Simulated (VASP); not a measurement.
# Ga16As11P5 (P1) in VASP: single point with PBEsol

Aim: the single point of Ga16As11P5 with PBEsol.

All numbers are computed with VASP 6.6.1; they aren't measurements. Logs are shortened: lines on timing, memory, paths and dates and some standing lists are left out, and cuts for length are marked.

## Step 1: The cell of the first run

The typed cell holds 64 atoms: a = 11.194 Å, b = 11.194 Å, c = 11.194 Å, α = 90.00°, β = 90.00°, γ = 90.00°.

## Step 2: Single point, PBEsol

INCAR

```
PREC     = Accurate       # precision mode
ENCUT    = 520            # plane-wave cutoff, eV
EDIFF    = 1E-7           # SCF threshold, eV
ISMEAR   = -1             # smearing method
SIGMA    = 0.05           # smearing width, eV
LREAL    = Auto         
LASPH    = True           # aspherical terms in the spheres
NELM     = 60             # most SCF steps
ALGO     = Normal         # electronic algorithm
ISIF     = 2              # what is computed and relaxed
LWAVE    = False          # write WAVECAR
LCHARG   = True           # write CHGCAR
GGA      = PS             # functional
LELF     = True           # ELF
LVHAR    = True         
NBANDS   = 326            # bands
```

KPOINTS

```
Automatic mesh
0
Gamma
  1 1 1
  0.5 0.5 0.5
```

POSCAR

```
Ga16As11P5
1.0
   11.1944238629      0.0000000000      0.0000000000
    0.0000000000     11.1944238629      0.0000000000
    0.0000000000      0.0000000000     11.1944238629
Ga As P
32 22 10
Direct
    0.9938960000      0.0000960000      0.0009190000
    0.0037550000      0.9959250000      0.4957800000
    0.0009410000      0.5005150000      0.0075380000
    0.0062320000      0.5003570000      0.4990640000
    0.4999420000      0.9995770000      0.0015100000
    0.5031720000      0.9969350000      0.4963430000
    0.4967380000      0.4972000000      0.0038510000
    0.4958230000      0.5038240000      0.4955310000
    0.2527270000      0.2534990000      0.0040830000
    0.2460510000      0.2534240000      0.4961110000
    0.2460690000      0.7459330000      0.0046600000
    0.2468840000      0.7462340000      0.4958360000
    0.7573010000      0.2499870000      0.0014530000
    0.7504830000      0.2497140000      0.4992300000
    0.7537830000      0.7526020000      0.0042580000
    0.7479350000      0.7525890000      0.4965350000
    0.2457130000      0.9967810000      0.2533410000
    0.2499830000      0.9998330000      0.7501160000
    0.2498840000      0.5012430000      0.2503630000
    0.2456020000      0.5031870000      0.7467170000
    0.7501590000      0.9936510000      0.2499890000
    0.7543370000      0.0032820000      0.7536010000
    0.7542520000      0.4969610000      0.2468440000
    0.7501130000      0.5009170000      0.7504720000
    0.0004890000      0.2567570000      0.2506780000
    0.9974990000      0.2462990000      0.7544910000
    0.0036130000      0.7527330000      0.2467540000
    0.0033260000      0.7458780000      0.7456490000
    0.4966320000      0.2527120000      0.2465650000
    0.4998310000      0.2506970000      0.7489490000
    0.4994240000      0.7487540000      0.2568940000
    0.4999290000      0.7501340000      0.7512180000
    0.1232060000      0.1259510000      0.1261680000
    0.1239880000      0.1249130000      0.6239720000
    0.6270840000      0.1251600000      0.1255320000
    0.6260840000      0.1237370000      0.6250320000
    0.6250400000      0.6249410000      0.1270800000
    0.6238680000      0.6257920000      0.6231480000
    0.3728900000      0.3770190000      0.6229920000
    0.3739520000      0.8729680000      0.1280930000
    0.3740230000      0.8728990000      0.6221230000
    0.8772880000      0.3751070000      0.6252410000
    0.8759480000      0.8750340000      0.6242020000
    0.3738790000      0.1249130000      0.3741920000
    0.3752010000      0.1260980000      0.8763170000
    0.3728030000      0.6239200000      0.8760860000
    0.8764340000      0.1238720000      0.3729160000
    0.8777730000      0.6258740000      0.3731470000
    0.8774270000      0.6250800000      0.8772460000
    0.1242460000      0.3760720000      0.8771500000
    0.1231050000      0.8737020000      0.8762150000
    0.6241840000      0.3760320000      0.3732340000
    0.6261020000      0.3739510000      0.8774210000
    0.6272980000      0.8757940000      0.8764430000
    0.1248110000      0.6239990000      0.1283830000
    0.1259270000      0.6249110000      0.6215920000
    0.3729670000      0.3772590000      0.1274000000
    0.8773430000      0.3750320000      0.1253690000
    0.8763830000      0.8747930000      0.1265320000
    0.3719870000      0.6251580000      0.3738650000
    0.8752940000      0.1249790000      0.8775980000
    0.1259210000      0.3780780000      0.3729430000
    0.1251810000      0.8716180000      0.3740620000
    0.6250760000      0.8736790000      0.3739580000
```

Potentials or basis: VASP PAW PBE potentials, release 64 (Ga_d, As, P).

The run is started by

```
$ cat potpaw_PBE.64/Ga_d/POTCAR potpaw_PBE.64/As/POTCAR potpaw_PBE.64/P/POTCAR > POTCAR
$ mpirun -np 1 vasp_std > vasp.out
```

OUTCAR:

```text
PREC = Accurate
   ENCUT = 520
   EDIFF = 1E-7
   ISMEAR = -1
   LREAL = Auto
   LASPH = True
   NELM = 60
   ISIF = 2
   GGA = PS

 ion  position               nearest neighbor table
   1  0.994  0.000  0.001-  61 2.37  59 2.38  51 2.46  33 2.46
   2  0.004  0.996  0.496-  63 2.38  43 2.44  34 2.44  47 2.44
   3  0.001  0.501  0.008-  58 2.37  55 2.38  50 2.44  49 2.45
   4  0.006  0.500  0.499-  56 2.37  62 2.38  48 2.46  42 2.46
   5  0.500  1.000  0.002-  54 2.43  45 2.43  35 2.44  40 2.45
   6  0.503  0.997  0.496-  64 2.38  36 2.45  41 2.45  44 2.45
[... 56 lines left out ...]
  63  0.125  0.872  0.374-  17 2.37   2 2.38  27 2.38  12 2.38
  64  0.625  0.874  0.374-  16 2.37   6 2.38  31 2.38  21 2.39

  LATTYP: Found a simple cubic cell.
 ALAT       =    11.1944238629

  Lattice vectors:

 A1 = (  11.1944238629,   0.0000000000,   0.0000000000)
 A2 = (   0.0000000000,  11.1944238629,   0.0000000000)
 A3 = (   0.0000000000,   0.0000000000,  11.1944238629)

Analysis of symmetry for initial positions (statically):
=====================================================================
 Subroutine PRICEL returns:
 Original cell was already a primitive cell.

 Routine SETGRP: Setting up the symmetry group for a
 simple cubic supercell.

 Subroutine GETGRP returns: Found  1 space group operations
 (whereof  1 operations were pure point group operations)
 out of a pool of 48 trial point group operations.

The static configuration has the point symmetry C_1 .

Analysis of symmetry for dynamics (positions and initial velocities):
=====================================================================
 Subroutine PRICEL returns:
 Original cell was already a primitive cell.

 Routine SETGRP: Setting up the symmetry group for a
 simple cubic supercell.

 Subroutine GETGRP returns: Found  1 space group operations
 (whereof  1 operations were pure point group operations)
 out of a pool of 48 trial point group operations.

The dynamic configuration has the point symmetry C_1 .

 Subroutine INISYM returns: Found  1 space group operations
 (whereof  1 operations are pure point group operations),
 and found     1 'primitive' translations

----------------------------------------------------------------------------------------

                                     Primitive cell

  volume of cell :    1402.8306

  direct lattice vectors                    reciprocal lattice vectors
    11.194423863  0.000000000  0.000000000     0.089330189  0.000000000  0.000000000
     0.000000000 11.194423863  0.000000000     0.000000000  0.089330189  0.000000000
     0.000000000  0.000000000 11.194423863     0.000000000  0.000000000  0.089330189

  length of vectors
    11.194423863 11.194423863 11.194423863     0.089330189  0.089330189  0.089330189

  position of ions in fractional coordinates (direct lattice)
     0.993896000  0.000096000  0.000919000
     0.003755000  0.995925000  0.495780000
     0.000941000  0.500515000  0.007538000
     0.006232000  0.500357000  0.499064000
     0.499942000  0.999577000  0.001510000
     0.503172000  0.996935000  0.496343000
[... 56 lines left out ...]
     0.125181000  0.871618000  0.374062000
     0.625076000  0.873679000  0.373958000

  ion indices of the primitive-cell ions
   primitive index   ion index
                 1           1
                 2           2
                 3           3
                 4           4
                 5           5
                 6           6
[... 56 lines left out ...]
                63          63
                64          64

----------------------------------------------------------------------------------------

 KPOINTS: Automatic mesh

Automatic generation of k-mesh.
 Grid dimensions read from file:
 generate k-points for:    1    1    1

 Generating k-lattice:

  Cartesian coordinates                     Fractional coordinates (reciprocal lattice)
     0.089330189  0.000000000  0.000000000     1.000000000  0.000000000  0.000000000
     0.000000000  0.089330189  0.000000000     0.000000000  1.000000000  0.000000000
     0.000000000  0.000000000  0.089330189     0.000000000  0.000000000  1.000000000

  Length of vectors
     0.089330189  0.089330189  0.089330189

  Shift w.r.t. Gamma in fractional coordinates (k-lattice)
     0.500000000  0.500000000  0.500000000

 Subroutine IBZKPT returns following result:
 ===========================================

 Found      1 irreducible k-points:

 Following reciprocal coordinates:
            Coordinates               Weight
  0.500000  0.500000  0.500000      1.000000
   k-points           NKPTS =      1   k-points in BZ     NKDIM =      1   number of bands    NBANDS=    326
   number of dos      NEDOS =    301   number of ions     NIONS =     64
   total plane-waves  NPLWV = 592704
   dimension x,y,z NGX =    84 NGY =   84 NGZ =   84
   dimension x,y,z NGXF=   168 NGYF=  168 NGZF=  168
   ions per type =              32  22  10
   NGX,Y,Z   is equivalent  to a cutoff of  12.47, 12.47, 12.47 a.u.
   NGXF,Y,Z  is equivalent  to a cutoff of  24.95, 24.95, 24.95 a.u.
 SYSTEM =  unknown system
   PREC   = accura    normal or accurate (medium, high low for compatibility)
   ISTART =      0    job   : 0-new  1-cont  2-samecut
   ICHARG =      2    charge: 1-file 2-atom 10-const
   ISPIN  =      1    spin polarized calculation?
   LNONCOLLINEAR =      F non collinear calculations
   LSORBIT =      F    spin-orbit coupling
   LASPH  =      T    aspherical Exc in radial PAW
   ENCUT  =  520.0 eV  38.22 Ry    6.18 a.u.  20.81 20.81 20.81*2*pi/ulx,y,z
   NELM   =     60;   NELMIN=  2; NELMDL= -5     # of ELM steps
   EDIFF  = 0.1E-06   stopping-criterion for ELM
   LREAL  =      T    real-space projection
   EDIFFG = 0.1E-05   stopping-criterion for IOM
   NSW    =      0    number of steps for IOM
   IBRION =     -1    ionic relax: 0-MD 1-quasi-New 2-CG
   NFREE  =      0    steps in history (QN), initial steepest desc. (CG)
   ISIF   =      2    stress and relaxation
   ISYM   =      2    0-nonsym 1-usesym 2-fastsym
   POTIM  = 0.5000    time-step for ionic-motion
   TEBEG  =    0.0;   TEEND  =   0.0 temperature during run
   PSTRESS=    0.0 pullay stress
   NELECT =     576.0000    total number of electrons
   NUPDOWN=      -1.0000    fix difference up-down
   EMIN   =  10.00;   EMAX   =-10.00  energy-range for DOS
   EFERMI =   0.00;   METHOD = LEGACY
   ISMEAR =    -1;   SIGMA  =   0.05  broadening in eV -4-tet -1-fermi 0-gaus
   EFERMI_NEDOS =   21; number of points for ismear=-14 and -15
   IALGO  =     38    algorithm
   IMIX   =      4    mixing-type and parameters
     AMIX     =   0.40;   BMIX     =  1.00
     AMIX_MAG =   1.60;   BMIX_MAG =  1.00
  volume/ion in A,a.u.               =      21.92       147.92
  Fermi-wavevector in a.u.,A,eV,Ry     =   1.216785  2.299391 20.144326  1.480566
  Thomas-Fermi vector in A             =   2.352127
   LORBIT       =      0    0 simple, 1 ext, 2 COOP (PROOUT), +10 PAW based schemes
   GGA     = PS    functional components
   LHFCALC =     F    Hartree Fock is set to
   AEXX    =    0.0000 exact exchange contribution
   IVDW    =     0    specifies the selected vdW correction
   LEPSILON=     F    determine dielectric tensor
   LRPA    =     F    only Hartree local field effects (RPA)
 non-spin polarized calculation
  energy-cutoff  :      520.00
  volume of cell :     1402.83
 maximum number of plane-waves:     37752
 NGX is ok and might be reduce to    84
   NGX = 41   NGY = 41   NGZ = 41

 number of electron     575.9999929 magnetization

 Free energy of the ion-electron system (eV)
  ---------------------------------------------------
  ext. energy  EPLUGINS =         0.00000000
  ---------------------------------------------------
  free energy    TOTEN  =      -293.97114406 eV

  energy without entropy =     -293.97114403  energy(sigma->0) =     -293.97114404

 E-fermi :   4.5274     XC(G=0):  -9.8130

 val. band max:        3.5304331845   @ k =   0.5000   0.5000   0.5000
 cond. band min:       5.5351883767   @ k =   0.5000   0.5000   0.5000
 fundamental gap:      2.0047551922
 Fermi energy:         4.5273796597

 k-point     1 :       0.5000    0.5000    0.5000
  band No.  band energies     occupation
      1     -10.8391      2.00000
      2     -10.8335      2.00000
      3     -10.8296      2.00000
      4     -10.8188      2.00000
      5     -10.8159      2.00000
      6     -10.8143      2.00000
[... 292 lines left out ...]
    299       6.0559      0.00000
    300       6.0681      0.00000
 [bands above 300 left out]

------------------------ aborting loop because EDIFF is reached ----------------------------------------

  FORCE on cell =-STRESS in cart. coord.  units (eV):
  Direction    XX          YY          ZZ          XY          YZ          ZX
  --------------------------------------------------------------------------------------
  -------------------------------------------------------------------------------------
  Total        0.8219038      0.7829175      0.7591228     -0.0148870     -0.0076502     -0.0025673
  in kB        0.9386990      0.8941725      0.8669965     -0.0170025     -0.0087373     -0.0029321
  external PRESSURE =       0.8999560 kB  Pullay stress =       0.0000000 kB

 VOLUME and BASIS-vectors are now :
 -----------------------------------------------------------------------------
  energy-cutoff  :      520.00
  volume of cell :     1402.83
      direct lattice vectors                 reciprocal lattice vectors
    11.194423863  0.000000000  0.000000000     0.089330189  0.000000000  0.000000000
     0.000000000 11.194423863  0.000000000     0.000000000  0.089330189  0.000000000
     0.000000000  0.000000000 11.194423863     0.000000000  0.000000000  0.089330189

 POSITION                                       TOTAL-FORCE (eV/Angst)
 -----------------------------------------------------------------------------------
     11.12609      0.00107      0.01029        -0.024283      0.012882     -0.001130
      0.04204     11.14881      5.54997         0.008665     -0.012763     -0.004401
      0.01053      5.60298      0.08438        -0.007221     -0.010743      0.017052
      0.06976      5.60121      5.58673         0.028528      0.011645      0.007002
      5.59656     11.18969      0.01690         0.007451      0.005269     -0.008542
      5.63272     11.16011      5.55627         0.015390     -0.013397     -0.005299
[... 56 lines left out ...]
      1.40133      9.75726      4.18741        -0.011163      0.002915     -0.013730
      6.99737      9.78033      4.18624         0.007288      0.006023     -0.006629
 -----------------------------------------------------------------------------------
    total drift:                               -0.029966     -0.009827      0.000210

  FREE ENERGIE OF THE ION-ELECTRON SYSTEM (eV)
  ---------------------------------------------------
  free  energy   TOTEN  =      -293.9711440579 eV

  energy  without entropy=     -293.9711440312  energy(sigma->0) =     -293.97114404
```

Wall time 17 min (1 thread of AMD EPYC 7R13 (Zen 3), shared host); peak memory 1.2 GiB.

Results:

- Free energy: -293.9711 eV
- Pressure: 0.1 GPa
- Largest force: 0.032 eV/Å
- Band gap on the k mesh: 2.00 eV

Forces in eV/Å, atoms in the order of the input:
```
Ga  -0.024  0.013 -0.001
Ga   0.009 -0.013 -0.004
Ga  -0.007 -0.011  0.017
Ga   0.029  0.012  0.007
Ga   0.007  0.005 -0.009
Ga   0.015 -0.013 -0.005
Ga  -0.008 -0.009  0.013
Ga  -0.012  0.015 -0.002
Ga   0.009  0.011  0.011
Ga   0.000  0.013  0.000
Ga  -0.008 -0.008  0.002
Ga  -0.015 -0.016 -0.005
Ga   0.025 -0.009 -0.008
Ga  -0.004  0.001  0.005
Ga   0.003  0.016  0.003
Ga  -0.019  0.015 -0.014
Ga  -0.004 -0.014  0.013
Ga   0.011  0.000  0.000
Ga  -0.001  0.004 -0.001
Ga  -0.006  0.014 -0.017
Ga  -0.002 -0.019  0.005
Ga   0.012  0.021  0.017
Ga   0.006 -0.013 -0.010
Ga   0.000 -0.004  0.004
Ga  -0.005  0.014 -0.015
Ga  -0.012 -0.012  0.022
Ga   0.008  0.004  0.006
Ga   0.013 -0.011 -0.007
Ga  -0.005  0.014 -0.010
Ga   0.003 -0.007  0.010
Ga  -0.001  0.004  0.016
Ga   0.000  0.000 -0.010
As  -0.006  0.003  0.003
As  -0.010  0.000 -0.009
As   0.006 -0.001  0.009
As   0.005 -0.007 -0.006
As   0.001  0.002  0.000
As   0.006  0.004 -0.009
As  -0.002 -0.003 -0.009
As  -0.003 -0.013  0.006
As  -0.004  0.007  0.006
As   0.000 -0.003 -0.003
As   0.015 -0.010 -0.016
As  -0.010 -0.002 -0.011
As  -0.014  0.002  0.001
As  -0.004 -0.005  0.018
As  -0.002 -0.001 -0.002
As   0.005  0.005 -0.002
As  -0.004 -0.006 -0.002
As  -0.014 -0.004  0.009
As  -0.005 -0.001  0.003
As  -0.002 -0.002 -0.012
As   0.004  0.009 -0.001
As   0.005 -0.004  0.010
P    0.009  0.000  0.007
P   -0.002  0.000 -0.004
P   -0.006 -0.004  0.003
P    0.013  0.008  0.001
P   -0.002  0.008 -0.003
P   -0.002 -0.009 -0.004
P    0.005 -0.002  0.003
P    0.002  0.005  0.004
P   -0.011  0.003 -0.014
P    0.007  0.006 -0.007
```

Levels at points of the mesh, in eV from the valence-band top:
```tsv
k point	band 285	band 286	band 287	band 288	band 289	band 290	band 291	band 292
(0.50, 0.50, 0.50)	-0.06	-0.04	-0.03	0.00	2.00	2.02	2.04	2.05
```

Caveat: the k points lie up to 0.56 Å⁻¹ apart; the PAW data sets were made with another functional, which shifts forces and pressure a little.
